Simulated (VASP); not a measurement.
# InSb3 (R-3m) in VASP: further runs, part 2 of 2

VASP 6.6.1. The steps go on from the part before.

## (4) Single point, PBE

This run uses another cell than the first one, of 27.79 Å³/atom, 1.029 times its volume.

Contents of INCAR:

```
SYSTEM = InSb3
ALGO = Normal
EDIFF = 1E-6
ENCUT = 520
GGA = PE
ISIF = 2
ISMEAR = 0
LASPH = .True.
LCHARG = .False.
LREAL = .False.
LWAVE = .False.
NBANDS = 22
NELM = 60
PREC = Accurate
SIGMA = 0.15
```

Contents of KPOINTS:

```
k-points
0
Gamma
  8 8 8
  0 0 0
```

Contents of POSCAR:

```
InSb3
1.0
    4.8138627010      0.1684851945      0.1684851945
    0.1684851945      4.8138627010      0.1684851945
    0.1684851945      0.1684851945      4.8138627010
In Sb
1 3
Direct
    0.0000000000      0.0000000000      0.0000000000
    0.5000000000      0.0000000000      0.5000000000
    0.0000000000      0.5000000000      0.5000000000
    0.5000000000      0.5000000000      0.0000000000
```

Potentials or basis: VASP PAW PBE potentials, release 64 (In_d, Sb).

Command:

```sh
cat potpaw_PBE.64/In_d/POTCAR potpaw_PBE.64/Sb/POTCAR > POTCAR
mpirun -np 1 vasp_std > vasp.out
```

OUTCAR:

```text
SYSTEM = InSb3
   EDIFF = 1E-6
   ENCUT = 520
   GGA = PE
   ISIF = 2
   ISMEAR = 0
   LASPH = .True.
   LREAL = .False.
   NELM = 60
   PREC = Accurate

 ion  position               nearest neighbor table
   1  0.000  0.000  0.000-   2 3.28   3 3.28   3 3.28   4 3.28   2 3.28   4 3.28   2 3.53   3 3.53
                             3 3.53   4 3.53   2 3.53   4 3.53
   2  0.500  0.000  0.500-   1 3.28   4 3.28   3 3.28   4 3.28   1 3.28   3 3.28   1 3.53   4 3.53
                             3 3.53   4 3.53   1 3.53   3 3.53
   3  0.000  0.500  0.500-   1 3.28   4 3.28   1 3.28   2 3.28   2 3.28   4 3.28   1 3.53   1 3.53
                             2 3.53   4 3.53   4 3.53   2 3.53
   4  0.500  0.500  0.000-   2 3.28   3 3.28   1 3.28   2 3.28   1 3.28   3 3.28   1 3.53   2 3.53
                             2 3.53   3 3.53   3 3.53   1 3.53

  LATTYP: Found a trigonal (rhomboedric) cell.
 ALAT       =     4.8197560753
 COS(alpha) =     0.0710509252

  Lattice vectors:

 A1 = (   4.8138627010,   0.1684851945,   0.1684851945)
 A2 = (   0.1684851945,   4.8138627010,   0.1684851945)
 A3 = (   0.1684851945,   0.1684851945,   4.8138627010)

Analysis of symmetry for initial positions (statically):
=====================================================================
 Subroutine PRICEL returns:
 Original cell was already a primitive cell.

 Routine SETGRP: Setting up the symmetry group for a
 trigonal (rhombohedral) supercell.

 Subroutine GETGRP returns: Found 12 space group operations
 (whereof 12 operations were pure point group operations)
 out of a pool of 12 trial point group operations.

The static configuration has the point symmetry D_3d.

Analysis of symmetry for dynamics (positions and initial velocities):
=====================================================================
 Subroutine PRICEL returns:
 Original cell was already a primitive cell.

 Routine SETGRP: Setting up the symmetry group for a
 trigonal (rhombohedral) supercell.

 Subroutine GETGRP returns: Found 12 space group operations
 (whereof 12 operations were pure point group operations)
 out of a pool of 12 trial point group operations.

The dynamic configuration has the point symmetry D_3d.

 Subroutine INISYM returns: Found 12 space group operations
 (whereof 12 operations are pure point group operations),
 and found     1 'primitive' translations

----------------------------------------------------------------------------------------

                                     Primitive cell

  volume of cell :     111.1526

  direct lattice vectors                    reciprocal lattice vectors
     4.813862701  0.168485194  0.168485194     0.208226289 -0.007041469 -0.007041469
     0.168485194  4.813862701  0.168485194    -0.007041469  0.208226289 -0.007041469
     0.168485194  0.168485194  4.813862701    -0.007041469 -0.007041469  0.208226289

  length of vectors
     4.819756075  4.819756075  4.819756075     0.208464270  0.208464270  0.208464270

  position of ions in fractional coordinates (direct lattice)
     0.000000000  0.000000000  0.000000000
     0.500000000  0.000000000  0.500000000
     0.000000000  0.500000000  0.500000000
     0.500000000  0.500000000  0.000000000

  ion indices of the primitive-cell ions
   primitive index   ion index
                 1           1
                 2           2
                 3           3
[... 29 lines left out ...]
            Coordinates               Weight
  0.000000  0.000000  0.000000      1.000000
  0.125000 -0.000000 -0.000000      6.000000
  0.250000 -0.000000 -0.000000      6.000000
  0.375000 -0.000000 -0.000000      6.000000
  0.500000 -0.000000 -0.000000      3.000000
  0.125000  0.125000 -0.000000      6.000000
[... 16 lines left out ...]
  0.250000  0.125000  0.125000      6.000000
  0.375000  0.125000  0.125000      6.000000
 [... further k-points ...]
   k-points           NKPTS =     65   k-points in BZ     NKDIM =     65   number of bands    NBANDS=     22
   number of dos      NEDOS =    301   number of ions     NIONS =      4
   total plane-waves  NPLWV =  46656
   dimension x,y,z NGX =    36 NGY =   36 NGZ =   36
   dimension x,y,z NGXF=    72 NGYF=   72 NGZF=   72
   ions per type =               1   3
   NGX,Y,Z   is equivalent  to a cutoff of  12.42, 12.42, 12.42 a.u.
   NGXF,Y,Z  is equivalent  to a cutoff of  24.83, 24.83, 24.83 a.u.
 SYSTEM =  InSb3
   PREC   = accura    normal or accurate (medium, high low for compatibility)
   ISTART =      0    job   : 0-new  1-cont  2-samecut
   ICHARG =      2    charge: 1-file 2-atom 10-const
   ISPIN  =      1    spin polarized calculation?
   LNONCOLLINEAR =      F non collinear calculations
   LSORBIT =      F    spin-orbit coupling
   LASPH  =      T    aspherical Exc in radial PAW
   ENCUT  =  520.0 eV  38.22 Ry    6.18 a.u.   8.96  8.96  8.96*2*pi/ulx,y,z
   NELM   =     60;   NELMIN=  2; NELMDL= -5     # of ELM steps
   EDIFF  = 0.1E-05   stopping-criterion for ELM
   LREAL  =      F    real-space projection
   EDIFFG = 0.1E-04   stopping-criterion for IOM
   NSW    =      0    number of steps for IOM
   IBRION =     -1    ionic relax: 0-MD 1-quasi-New 2-CG
   NFREE  =      0    steps in history (QN), initial steepest desc. (CG)
   ISIF   =      2    stress and relaxation
   ISYM   =      2    0-nonsym 1-usesym 2-fastsym
   POTIM  = 0.5000    time-step for ionic-motion
   TEBEG  =    0.0;   TEEND  =   0.0 temperature during run
   PSTRESS=    0.0 pullay stress
   NELECT =      28.0000    total number of electrons
   NUPDOWN=      -1.0000    fix difference up-down
   EMIN   =  10.00;   EMAX   =-10.00  energy-range for DOS
   EFERMI =   0.00;   METHOD = LEGACY
   ISMEAR =     0;   SIGMA  =   0.15  broadening in eV -4-tet -1-fermi 0-gaus
   EFERMI_NEDOS =   21; number of points for ismear=-14 and -15
   IALGO  =     38    algorithm
   IMIX   =      4    mixing-type and parameters
     AMIX     =   0.40;   BMIX     =  1.00
     AMIX_MAG =   1.60;   BMIX_MAG =  1.00
  volume/ion in A,a.u.               =      27.79       187.52
  Fermi-wavevector in a.u.,A,eV,Ry     =   1.033922  1.953829 14.544549  1.068994
  Thomas-Fermi vector in A             =   2.168192
   LORBIT       =      0    0 simple, 1 ext, 2 COOP (PROOUT), +10 PAW based schemes
   GGA     = PE    functional components
   LHFCALC =     F    Hartree Fock is set to
   AEXX    =    0.0000 exact exchange contribution
   IVDW    =     0    specifies the selected vdW correction
   LEPSILON=     F    determine dielectric tensor
   LRPA    =     F    only Hartree local field effects (RPA)
 non-spin polarized calculation
 Gauss-broadening in eV      SIGMA  =   0.15
  energy-cutoff  :      520.00
  volume of cell :      111.15
 maximum number of plane-waves:      3017
   NGX = 17   NGY = 17   NGZ = 17

 number of electron      28.0000017 magnetization

 Free energy of the ion-electron system (eV)
  ---------------------------------------------------
  ext. energy  EPLUGINS =         0.00000000
  ---------------------------------------------------
  free energy    TOTEN  =       -14.16784138 eV

  energy without entropy =      -14.13813508  energy(sigma->0) =      -14.15298823

 E-fermi :   7.7463     XC(G=0): -10.0482

 val. band max:        7.7445898712   @ k =  -0.3750   0.3750   0.1250
 cond. band min:       7.7506974612   @ k =  -0.2500   0.1250   0.0000
 fundamental gap:      0.0061075900
 Fermi energy:         7.7463138011

 k-point     1 :       0.0000    0.0000    0.0000
  band No.  band energies     occupation
      1      -6.7226      2.00000
      2      -6.7226      2.00000
      3      -6.7150      2.00000
      4      -6.7013      2.00000
      5      -6.7013      2.00000
      6      -4.3716      2.00000
[... 589 lines left out ...]
     21      13.3652      0.00000
     22      14.3027      0.00000

 [... further k-points ...]

------------------------ aborting loop because EDIFF is reached ----------------------------------------

  FORCE on cell =-STRESS in cart. coord.  units (eV):
  Direction    XX          YY          ZZ          XY          YZ          ZX
  --------------------------------------------------------------------------------------
  -------------------------------------------------------------------------------------
  Total        0.4301607      0.4301607      0.4301607     -0.7858637     -0.7858637     -0.7858637
  in kB        6.2004295      6.2004295      6.2004295    -11.3276103    -11.3276103    -11.3276103
  external PRESSURE =       6.2004295 kB  Pullay stress =       0.0000000 kB

 VOLUME and BASIS-vectors are now :
 -----------------------------------------------------------------------------
  energy-cutoff  :      520.00
  volume of cell :      111.15
      direct lattice vectors                 reciprocal lattice vectors
     4.813862701  0.168485194  0.168485194     0.208226289 -0.007041469 -0.007041469
     0.168485194  4.813862701  0.168485194    -0.007041469  0.208226289 -0.007041469
     0.168485194  0.168485194  4.813862701    -0.007041469 -0.007041469  0.208226289

 POSITION                                       TOTAL-FORCE (eV/Angst)
 -----------------------------------------------------------------------------------
      0.00000      0.00000      0.00000         0.000000     -0.000000     -0.000000
      2.49117      0.16849      2.49117        -0.000000      0.000000     -0.000000
      0.16849      2.49117      2.49117        -0.000000      0.000000      0.000000
      2.49117      2.49117      0.16849         0.000000      0.000000     -0.000000
 -----------------------------------------------------------------------------------
    total drift:                                0.000000      0.000000     -0.000000

  FREE ENERGIE OF THE ION-ELECTRON SYSTEM (eV)
  ---------------------------------------------------
  free  energy   TOTEN  =       -14.1678413750 eV

  energy  without entropy=      -14.1381350784  energy(sigma->0) =      -14.15298823
```

stdout:

```text
POSCAR found type information on POSCAR InSb
 POSCAR found :  2 types and       4 ions
 scaLAPACK will be used
 LDA part: xc-table for (Slater+PW92), standard interpolation
 POSCAR, INCAR and KPOINTS ok, starting setup
 FFT: planning ... GRIDC
 FFT: planning ... GRID_SOFT
 FFT: planning ... GRID
 WAVECAR not read
 entering main loop
```

It took 73 s on 1 thread of Intel Xeon Platinum 8375C at 2.90GHz (Ice Lake), shared host; peak memory 0.29 GiB.

What came out:

```yaml
Free_energy: -14.1678 eV
Pressure: 0.6 GPa
Band_gap_on_the_k_mesh: zero (band 14 reaches 10.72 eV, above the bottom of band 15 at 6.93 eV)
```

Caveat: spin-orbit coupling is left out, which moves the levels of the heavy elements.

## (5) Single point, PBE

This run uses another cell than the first one, of 27.78 Å³/atom, 1.028 times its volume.

Contents of INCAR:

```
SYSTEM = InSb3
PREC = Accurate
ENCUT = 520
EDIFF = 1E-7
ISMEAR = 0
SIGMA = 0.15
LREAL = .False.
LASPH = .True.
NELM = 60
ALGO = Normal
ISIF = 2
LWAVE = .False.
LCHARG = .True.
GGA = PE
LELF = .True.
LVHAR = .True.
NBANDS = 22
```

Contents of KPOINTS:

```
regular mesh
0
Gamma
  8 8 8
  0 0 0
```

Contents of POSCAR:

```
InSb3
1.0
    4.8138627010     -0.1684851945     -0.1684851945
   -0.1684851945      4.8138627010     -0.1684851945
   -0.1684851945     -0.1684851945      4.8138627010
In Sb
1 3
Direct
    0.0000000000      0.0000000000      0.0000000000
    0.5000000000      0.0000000000      0.5000000000
    0.0000000000      0.5000000000      0.5000000000
    0.5000000000      0.5000000000      0.0000000000
```

Potentials or basis: VASP PAW PBE potentials, release 64 (In_d, Sb).

Command:

```sh
cat potpaw_PBE.64/In_d/POTCAR potpaw_PBE.64/Sb/POTCAR > POTCAR
mpirun -np 1 vasp_std > vasp.out
```

OUTCAR:

```text
SYSTEM = InSb3
   PREC = Accurate
   ENCUT = 520
   EDIFF = 1E-7
   ISMEAR = 0
   LREAL = .False.
   LASPH = .True.
   NELM = 60
   ISIF = 2
   GGA = PE

 ion  position               nearest neighbor table
   1  0.000  0.000  0.000-   2 3.29   3 3.29   4 3.29   3 3.29   2 3.29   4 3.29   4 3.52   2 3.52
                             2 3.52   4 3.52   3 3.52   3 3.52
   2  0.500  0.000  0.500-   1 3.29   3 3.29   4 3.29   4 3.29   1 3.29   3 3.29   4 3.52   1 3.52
                             1 3.52   3 3.52   4 3.52   3 3.52
   3  0.000  0.500  0.500-   1 3.29   2 3.29   4 3.29   1 3.29   4 3.29   2 3.29   2 3.52   1 3.52
                             2 3.52   4 3.52   4 3.52   1 3.52
   4  0.500  0.500  0.000-   1 3.29   2 3.29   3 3.29   2 3.29   3 3.29   1 3.29   2 3.52   2 3.52
                             1 3.52   3 3.52   3 3.52   1 3.52

  LATTYP: Found a trigonal (rhomboedric) cell.
 ALAT       =     4.8197560753
 COS(alpha) =    -0.0686069130

  Lattice vectors:

 A1 = (   4.8138627010,  -0.1684851945,  -0.1684851945)
 A2 = (  -0.1684851945,   4.8138627010,  -0.1684851945)
 A3 = (  -0.1684851945,  -0.1684851945,   4.8138627010)

Analysis of symmetry for initial positions (statically):
=====================================================================
 Subroutine PRICEL returns:
[... 179 lines left out ...]
 fundamental gap:      0.0421802795
 Fermi energy:         7.7818641604

 k-point     1 :       0.0000    0.0000    0.0000
  band No.  band energies     occupation
      1      -6.7333      2.00000
      2      -6.7333      2.00000
      3      -6.7164      2.00000
      4      -6.7164      2.00000
      5      -6.7079      2.00000
      6      -4.3644      2.00000
[... 589 lines left out ...]
     21      12.3588      0.00000
     22      13.5923      0.00000

 [... further k-points ...]

------------------------ aborting loop because EDIFF is reached ----------------------------------------

  FORCE on cell =-STRESS in cart. coord.  units (eV):
  Direction    XX          YY          ZZ          XY          YZ          ZX
  --------------------------------------------------------------------------------------
  -------------------------------------------------------------------------------------
  Total        0.3333390      0.3333390      0.3333390      0.4940463      0.4940463      0.4940463
  in kB        4.8056474      4.8056474      4.8056474      7.1225163      7.1225163      7.1225163
  external PRESSURE =       4.8056474 kB  Pullay stress =       0.0000000 kB

 VOLUME and BASIS-vectors are now :
 -----------------------------------------------------------------------------
  energy-cutoff  :      520.00
  volume of cell :      111.13
      direct lattice vectors                 reciprocal lattice vectors
     4.813862701 -0.168485194 -0.168485194     0.208262135  0.007553549  0.007553549
    -0.168485194  4.813862701 -0.168485194     0.007553549  0.208262135  0.007553549
    -0.168485194 -0.168485194  4.813862701     0.007553549  0.007553549  0.208262135

 POSITION                                       TOTAL-FORCE (eV/Angst)
 -----------------------------------------------------------------------------------
      0.00000      0.00000      0.00000         0.000000     -0.000000      0.000000
      2.32269     -0.16849      2.32269         0.000000     -0.000000      0.000000
     -0.16849      2.32269      2.32269         0.000000      0.000000      0.000000
      2.32269      2.32269     -0.16849        -0.000000      0.000000      0.000000
 -----------------------------------------------------------------------------------
    total drift:                               -0.000000     -0.000000     -0.000000

  FREE ENERGIE OF THE ION-ELECTRON SYSTEM (eV)
  ---------------------------------------------------
  free  energy   TOTEN  =       -14.1861373667 eV

  energy  without entropy=      -14.1593624721  energy(sigma->0) =      -14.17274992
```

OSZICAR:

```text
N       E                     dE             d eps       ncg     rms          rms(c)
DAV:   1     0.189213581413E+03    0.18921E+03   -0.10959E+04  2868   0.118E+03
DAV:   2     0.210212411735E+01   -0.18711E+03   -0.18029E+03  3156   0.293E+02
DAV:   3    -0.136798049385E+02   -0.15782E+02   -0.15250E+02  3598   0.867E+01
DAV:   4    -0.141970922899E+02   -0.51729E+00   -0.51619E+00  3278   0.167E+01
DAV:   5    -0.142210963533E+02   -0.24004E-01   -0.24002E-01  4294   0.373E+00    0.348E+00
DAV:   6    -0.141946067223E+02    0.26490E-01   -0.44470E-02  3474   0.266E+00    0.196E+00
DAV:   7    -0.141863679199E+02    0.82388E-02   -0.24367E-02  3706   0.150E+00    0.166E-01
DAV:   8    -0.141861116239E+02    0.25630E-03   -0.22152E-03  3412   0.559E-01    0.605E-02
DAV:   9    -0.141861381394E+02   -0.26515E-04   -0.14085E-04  3458   0.900E-02    0.268E-02
DAV:  10    -0.141861375151E+02    0.62421E-06   -0.71882E-06  4052   0.183E-02    0.113E-02
DAV:  11    -0.141861372898E+02    0.22531E-06   -0.12978E-06  3398   0.950E-03    0.837E-04
DAV:  12    -0.141861373667E+02   -0.76875E-07   -0.43612E-08  2062   0.173E-03
   1 F= -.14186137E+02 E0= -.14172750E+02  d E =-.267749E-01
```

It took 84 s on 1 thread of Intel Xeon Platinum 8375C at 2.90GHz (Ice Lake), shared host; peak memory 0.29 GiB.

Results:

| Item | Value |
| --- | --- |
| Free energy | -14.1861 eV |
| Pressure | 0.5 GPa |
| Band gap on the k mesh | zero (band 14 reaches 10.61 eV, above the bottom of band 15 at 6.68 eV) |

Stress tensor (GPa, compression positive):
```
0.48 0.71 0.71
0.71 0.48 0.71
0.71 0.71 0.48
```

Caveat: spin-orbit coupling is left out, which moves the levels of the heavy elements.

## (6) Overview

| cell | gap on the mesh (eV) | pressure (GPa) |
| --- | --- | --- |
| a = 4.768 Å, angles 87.3°, 4 atoms | none | 1.9 |
| a = 4.768 Å, angles 92.7°, 4 atoms | none | 1.8 |
| a = 4.820 Å, angles 85.9°, 4 atoms | none | 0.6 |
| a = 4.820 Å, angles 93.9°, 4 atoms | none | 0.5 |

Alike in all rows: task single point; level PBE; potentials or basis VASP PAW PBE potentials, release 64 (In_d, Sb); no spin polarisation; k mesh 8 × 8 × 8; cutoff (eV) 520; smearing gaussian 0.15 eV.

Caveats: spin-orbit coupling is left out, which moves the levels of the heavy elements.

Total energies depend on the potentials used, so only differences within one code and one set of settings carry meaning.
